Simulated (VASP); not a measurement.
# Ba2Os (I4/mmm) in VASP: further runs, part 2 of 2

VASP 6.6.1. Earlier steps stand in the parts before.

**5. Relaxation of cell and atoms, RPBE**

This run uses another cell than the first one, of 42.62 Å³/atom, 1.298 times its volume.

INCAR reads:

```
SYSTEM = Ba2Os
PREC = Accurate ; ENCUT = 600
EDIFF = 1E-6 ; ISMEAR = -1
SIGMA = 0.1 ; LREAL = .FALSE.
LASPH = .TRUE. ; NELM = 100
ALGO = Normal ; ISIF = 3
LWAVE = .FALSE. ; LCHARG = .FALSE.
GGA = RP ; IBRION = 2
NSW = 60 ; EDIFFG = -0.01
```

KPOINTS reads:

```
regular mesh
0
G
  5 5 5
  0 0 0
```

POSCAR reads:

```
Ba2Os
1.0
    0.0000000000      4.1576432700      0.0000000000
    4.1576432700      0.0000000000      0.0000000000
    2.0788221400      2.0788221400     -7.3965566500
Os Ba
1 2
Direct
    0.0000000000      0.0000000000      0.0000000000
    0.3700000000      0.3700000000      0.2600000000
    0.6300000000      0.6300000000      0.7400000000
```

Potentials or basis: VASP PAW PBE potentials, release 64 (Os, Ba_sv).

The run is started by

```bash
$ cat potpaw_PBE.64/Os/POTCAR potpaw_PBE.64/Ba_sv/POTCAR > POTCAR
$ mpirun -np 1 vasp_std > vasp.out
```

OUTCAR:

```text
SYSTEM = Ba2Os
   PREC = Accurate
   ENCUT = 600
   EDIFF = 1E-6
   ISMEAR = -1
   LREAL = .FALSE.
   LASPH = .TRUE.
   NELM = 100
   ISIF = 3
   GGA = RP
   IBRION = 2
   NSW = 60
   EDIFFG = -0.01

 ion  position               nearest neighbor table
   1  0.000  0.000  0.000-   3 3.51   2 3.51   3 3.51   2 3.51   2 3.51   3 3.51   3 3.51   2 3.51

   2  0.370  0.370  0.260-   1 3.51   1 3.51   1 3.51   1 3.51   3 3.85   3 4.61   3 4.61   3 4.61
                             3 4.61
   3  0.630  0.630  0.740-   1 3.51   1 3.51   1 3.51   1 3.51   2 3.85   2 4.61   2 4.61   2 4.61
                             2 4.61

  LATTYP: Found a body centered tetragonal cell.
 ALAT       =     4.1576432700
 C/A-ratio  =     3.5580525647

  Lattice vectors:

 A1 = (  -2.0788221400,   2.0788211300,   7.3965566500)
 A2 = (   2.0788211300,  -2.0788221400,   7.3965566500)
 A3 = (   2.0788221400,   2.0788221400,  -7.3965566500)

Analysis of symmetry for initial positions (statically):
=====================================================================
 Subroutine PRICEL returns:
 Original cell was already a primitive cell.

[... 166 lines left out ...]

------------------------ aborting loop because EDIFF is reached ----------------------------------------

  FORCE on cell =-STRESS in cart. coord.  units (eV):
  Direction    XX          YY          ZZ          XY          YZ          ZX
  --------------------------------------------------------------------------------------
  -------------------------------------------------------------------------------------
  Total       -2.9783346     -2.9783346     -2.4809429     -0.0000000      0.0000002      0.0000002
  in kB      -37.3215808    -37.3215808    -31.0887541     -0.0000000      0.0000021      0.0000021
  external PRESSURE =     -35.2439719 kB  Pullay stress =       0.0000000 kB
[... 92 lines left out ...]
  FREE ENERGIE OF THE ION-ELECTRON SYSTEM (eV)
  ---------------------------------------------------
  free  energy   TOTEN  =       -11.7311374210 eV

  energy  without entropy=      -11.6175408089  energy(sigma->0) =      -11.67433911

[... ionic steps 4 to 16 ...]

--------------------------------------- Ionic step       17  -------------------------------------------

 number of electron      27.9999999 magnetization

------------------------ aborting loop because EDIFF is reached ----------------------------------------
[... 69 lines left out ...]
--------------------------------------- Ionic step       19  -------------------------------------------

 number of electron      27.9999999 magnetization

 Free energy of the ion-electron system (eV)
  ---------------------------------------------------
  ext. energy  EPLUGINS =         0.00000000
  ---------------------------------------------------
  free energy    TOTEN  =       -11.82685639 eV

  energy without entropy =      -11.67594286  energy(sigma->0) =      -11.75139963

 E-fermi :   2.3604     XC(G=0):  -8.3509

 val. band max:        2.3351911408   @ k =  -0.4000   0.4000   0.0000
 cond. band min:       2.3687052191   @ k =  -0.2000   0.0000   0.4000
 fundamental gap:      0.0335140783
 Fermi energy:         2.3604350411

 k-point     1 :       0.0000    0.0000    0.0000
  band No.  band energies     occupation
      1     -25.3871      2.00000
      2     -25.3110      2.00000
      3     -11.1429      2.00000
      4     -10.3384      2.00000
      5     -10.2441      2.00000
      6     -10.2441      2.00000
[... 397 lines left out ...]
  FREE ENERGIE OF THE ION-ELECTRON SYSTEM (eV)
  ---------------------------------------------------
  free  energy   TOTEN  =       -11.8268563949 eV

  energy  without entropy=      -11.6759428554  energy(sigma->0) =      -11.75139963

 reached required accuracy - stopping structural energy minimisation
```

OSZICAR:

```text
N       E                     dE             d eps       ncg     rms          rms(c)
DAV:   1     0.223525892567E+03    0.22353E+03   -0.12963E+04   648   0.148E+03
DAV:   2     0.936838071474E+01   -0.21416E+03   -0.20881E+03   962   0.323E+02
DAV:   3    -0.117436411092E+02   -0.21112E+02   -0.20271E+02   930   0.862E+01
[... 204 lines left out ...]
DAV:   2    -0.118285533718E+02   -0.43453E-03   -0.23207E-02   910   0.535E-01    0.282E-01
DAV:   3    -0.118270069284E+02    0.15464E-02   -0.14446E-02   864   0.361E-01    0.701E-02
DAV:   4    -0.118268597734E+02    0.14715E-03   -0.84750E-04   818   0.124E-01    0.196E-02
DAV:   5    -0.118268560283E+02    0.37450E-05   -0.47305E-05   780   0.405E-02    0.680E-03
DAV:   6    -0.118268563949E+02   -0.36653E-06   -0.39623E-06   644   0.106E-02
  19 F= -.11826856E+02 E0= -.11751400E+02  d E =-.187645E-02
```

It took 11 min on 1 thread of Intel Xeon Platinum 8259CL at 2.50GHz (Skylake/Cascade Lake), shared host; peak memory 0.33 GiB.

What came out:

```
Free energy                            : -11.8269 eV
Relaxed volume                         : 40.91 Å³/atom
Relaxed cell                           : a = 3.866 Å, b = 3.866 Å, c = 8.654 Å, α = 77.09°, β = 77.09°, γ = 90.00°
Space group after relaxing (to 0.05 Å) : I4/mmm (No. 139)
Energy gained by relaxing              : 134.5 meV/atom
Ionic steps                            : 19
Pressure after relaxing                : 0.0 GPa
Largest force after relaxing           : 0.005 eV/Å
Band gap on the k mesh                 : zero (band 14 reaches 2.34 eV, above the bottom of band 15 at 2.20 eV)
```

Forces in eV/Å, atoms in the order of the input:
```
Os   0.000  0.000  0.000
Ba   0.000  0.000 -0.005
Ba   0.000  0.000  0.005
```

The path:
```
step  energy change (eV)  largest force (eV/Å)  pressure (GPa)  volume (Å³)
   1              0.0000                0.9670           -3.52       127.86
   2             -0.3003                0.2937           -0.56       111.28
   3             -0.3077                0.1370            0.16       108.77
   4             -0.3076                0.1135            0.28       108.41
   5             -0.3195                0.1405            0.33       108.69
   6             -0.3422                0.2148            0.51       109.41
   7             -0.3259                0.2891            0.96       110.36
   8             -0.3472                0.2387            0.67       109.77
   9             -0.3588                0.2703            0.34       111.81
  10             -0.3740                0.3396           -0.41       116.92
  11             -0.3881                0.2082           -0.19       117.55
  12             -0.3971                0.0110            0.15       118.47
  13             -0.3973                0.0217            0.21       118.62
  14             -0.3997                0.0190            0.08       119.98
  15             -0.4013                0.0141           -0.07       121.76
  16             -0.3999                0.0049           -0.36       125.35
  17             -0.4015                0.0143           -0.14       122.73
  18             -0.4033                0.0074           -0.02       122.74
  19             -0.4034                0.0054            0.01       122.73
```

Final structure:
```xyz
3
Lattice="0.0000 3.8663 0.0000 3.8663 0.0000 0.0000 1.9332 1.9332 -8.2105" Properties=species:S:1:pos:R:3 pbc="T T T"
Os    0.0000    0.0000    0.0000
Ba    1.9332    1.9332   -1.8253
Ba    3.8663    3.8663   -6.3851
```

Caveat: the PAW data sets were made with another functional, which shifts forces and pressure a little; spin-orbit coupling is left out, which moves the levels of the heavy elements.

**6. Single point, PBEsol**

INCAR reads:

```
SYSTEM = Ba2Os
PREC     = Accurate       ! precision mode
ENCUT    = 520            ! plane-wave cutoff, eV
EDIFF    = 1E-6           ! SCF threshold, eV
ISMEAR   = -1             ! smearing method
SIGMA    = 0.1            ! smearing width, eV
LREAL    = .FALSE.        ! projectors in reciprocal space
LASPH    = .TRUE.         ! aspherical terms in the spheres
NELM     = 100            ! most SCF steps
ALGO     = Normal         ! electronic algorithm
ISIF     = 2              ! what is computed and relaxed
LWAVE    = .FALSE.        ! write WAVECAR
LCHARG   = .FALSE.        ! write CHGCAR
GGA      = PS             ! functional
NBANDS   = 21             ! bands
```

KPOINTS reads:

```
Automatic mesh
0
G
  5 5 5
  0 0 0
```

POSCAR reads:

```
Ba2Os
1.0
    0.0000000000      3.6474893770      0.0000001245
    3.6474893770      0.0000000000      0.0000001245
    1.8237449413      1.8237449413     -7.4042131094
Os Ba
1 2
Direct
    0.0000000000      0.0000000000      0.0000000000
    0.3796954357      0.3796954357      0.2406091285
    0.6203045643      0.6203045643      0.7593908715
```

Potentials or basis: VASP PAW PBE potentials, release 64 (Os, Ba_sv).

The run is started by

```bash
$ cat potpaw_PBE.64/Os/POTCAR potpaw_PBE.64/Ba_sv/POTCAR > POTCAR
$ mpirun -np 1 vasp_std > vasp.out
```

Run time: 36 s. Hardware: 1 thread of Intel Xeon Platinum 8259CL at 2.50GHz (Skylake/Cascade Lake), shared host; peak memory 0.21 GiB.

It converged, with:

| Property | Result |
| --- | --- |
| Free energy | -14.3503 eV |
| Pressure | 1.6 GPa |
| Largest force | 0.263 eV/Å |
| Band gap on the k mesh | zero (band 14 reaches 3.17 eV, above the bottom of band 15 at 3.08 eV) |

Forces in eV/Å, atoms in the order of the input:
```
Os   0.000  0.000  0.000
Ba   0.000  0.000 -0.263
Ba   0.000  0.000  0.263
```

Stress tensor (GPa, compression positive):
```
1.69 0.00 0.00
0.00 1.69 0.00
0.00 0.00 1.51
```

Levels at points of the mesh, in eV from the Fermi level:
```tsv
k point	band 11	band 12	band 13	band 14	band 15	band 16	band 17	band 18
(0.00, 0.00, 0.00)	-1.77	-0.55	-0.19	-0.19	-0.17	0.54	0.94	2.65
```

Caveat: the PAW data sets were made with another functional, which shifts forces and pressure a little; spin-orbit coupling is left out, which moves the levels of the heavy elements.

**7. Relaxation of cell and atoms, PBEsol**

This run uses another cell than the first one, of 42.62 Å³/atom, 1.298 times its volume.

INCAR reads:

```
  PREC = Accurate
  ENCUT = 600
  EDIFF = 1E-6
  ISMEAR = -1
  SIGMA = 0.1
  LREAL = False
  LASPH = True
  NELM = 100
  ALGO = Normal
  ISIF = 3
  LWAVE = False
  LCHARG = False
  GGA = PS
  IBRION = 2
  NSW = 60
  EDIFFG = -0.01
```

KPOINTS reads:

```
Automatic mesh
0
Gamma
  5 5 5
```

POSCAR reads:

```
Ba2Os
1.0
    0.0000000000      4.1576432700      0.0000000000
    4.1576432700      0.0000000000      0.0000000000
    2.0788221400      2.0788221400     -7.3965566500
Os Ba
1 2
Direct
    0.0000000000      0.0000000000      0.0000000000
    0.3700000000      0.3700000000      0.2600000000
    0.6300000000      0.6300000000      0.7400000000
```

The run is started by

```bash
$ cat potpaw_PBE.64/Os/POTCAR potpaw_PBE.64/Ba_sv/POTCAR > POTCAR
$ mpirun -np 1 vasp_std > vasp.out
```

It took 12 min on 1 thread of Intel Xeon Platinum 8259CL at 2.50GHz (Skylake/Cascade Lake), shared host; peak memory 0.33 GiB.

Results (log left out):

- Free energy: -14.3700 eV
- Relaxed volume: 34.10 Å³/atom
- Relaxed cell: a = 3.705 Å, b = 3.705 Å, c = 7.900 Å, α = 76.44°, β = 76.44°, γ = 90.00°
- Space group after relaxing (to 0.05 Å): I4/mmm (No. 139)
- Energy gained by relaxing: 291.4 meV/atom
- Ionic steps: 20
- Pressure after relaxing: 0.0 GPa
- Band gap on the k mesh: zero (band 14 reaches 2.96 eV, above the bottom of band 15 at 2.88 eV)

Step by step:
```csv
step,energy change (eV),largest force (eV/Å),pressure (GPa),volume (Å³)
1,0.0000,1.2011,-6.23,127.86
2,-0.8368,0.0705,-0.71,99.59
3,-0.8402,0.1917,-0.09,98.17
4,-0.8574,0.0699,-0.03,97.53
5,-0.8650,0.0833,0.05,96.57
6,-0.8651,0.0708,0.05,96.66
7,-0.8659,0.0603,0.07,96.80
8,-0.8677,0.0313,0.19,97.21
9,-0.8699,0.0253,0.40,98.02
10,-0.8683,0.1355,0.85,99.61
11,-0.8702,0.0623,0.55,98.49
12,-0.8705,0.0587,0.54,98.61
13,-0.8712,0.0476,0.48,98.96
14,-0.8723,0.0266,0.34,99.65
15,-0.8736,0.0143,0.09,101.05
16,-0.8737,0.0276,0.03,101.48
17,-0.8737,0.0331,0.00,101.67
18,-0.8738,0.0294,0.00,101.73
19,-0.8740,0.0203,0.00,101.92
20,-0.8741,0.0004,-0.02,102.29
```

Final structure:
```yaml
crystal:
  lattice:
    - [0.00000, 3.70485, 0.00000]
    - [3.70485, 0.00000, 0.00000]
    - [1.85242, 1.85242, -7.45265]
  atoms:
    - { symbol: Os, position: [0.00000, 0.00000, 0.00000] }
    - { symbol: Ba, position: [0.37952, 0.37952, 0.24095] }
    - { symbol: Ba, position: [0.62048, 0.62048, 0.75905] }
```

Levels at points of the mesh, in eV from the Fermi level:
| k point | band 10 | band 11 | band 12 | band 13 | band 14 | band 15 | band 16 | band 17 | band 18 |
| --- | --- | --- | --- | --- | --- | --- | --- | --- | --- |
| (0.00, 0.00, 0.00) | -2.33 | -1.62 | -0.56 | -0.17 | -0.17 | -0.15 | 0.46 | 1.01 | 2.65 |

Caveat: the volume moved by over 15 % at a fixed basis, so the end points are rough; the PAW data sets were made with another functional, which shifts forces and pressure a little; spin-orbit coupling is left out, which moves the levels of the heavy elements.

**8. Summary**

```csv
task,level,cell,cutoff (eV),gap on the mesh (eV),pressure (GPa),relaxed volume (Å³/atom),largest force (eV/Å)
single point,PBEsol,"a = 3.648, b = 3.648, c = 7.842 Å, angles 76.6, 76.6, 90.0°, 3 atoms",520,none,1.6,-,0.26
relaxation of cell and atoms,PBEsol,"relaxed from a = 4.158, b = 4.158, c = 7.959 Å, angles 74.9, 74.9, 90.0°, 3 atoms",600,none,0.0,34.10,-
single point,RPBE,"a = 3.824, b = 3.824, c = 8.654 Å, angles 77.2, 77.2, 90.0°, 3 atoms",520,none,0.9,-,0.18
relaxation of cell and atoms,RPBE,"relaxed from a = 4.158, b = 4.158, c = 7.959 Å, angles 74.9, 74.9, 90.0°, 3 atoms",600,none,0.0,40.91,0.01
single point,PBEsol,"a = 3.647, b = 3.647, c = 7.841 Å, angles 76.5, 76.5, 90.0°, 3 atoms",520,none,1.6,-,0.26
```

Alike in all rows: potentials or basis VASP PAW PBE potentials, release 64 (Os, Ba_sv); no spin polarisation; k mesh 5 × 5 × 5; smearing fermi-dirac 0.1 eV.

Caveats: the PAW data sets were made with another functional, which shifts forces and pressure a little; spin-orbit coupling is left out, which moves the levels of the heavy elements; the volume moved by over 15 % at a fixed basis, so the end points are rough (some runs).

Absolute energies hang on the potentials; compare differences alone.
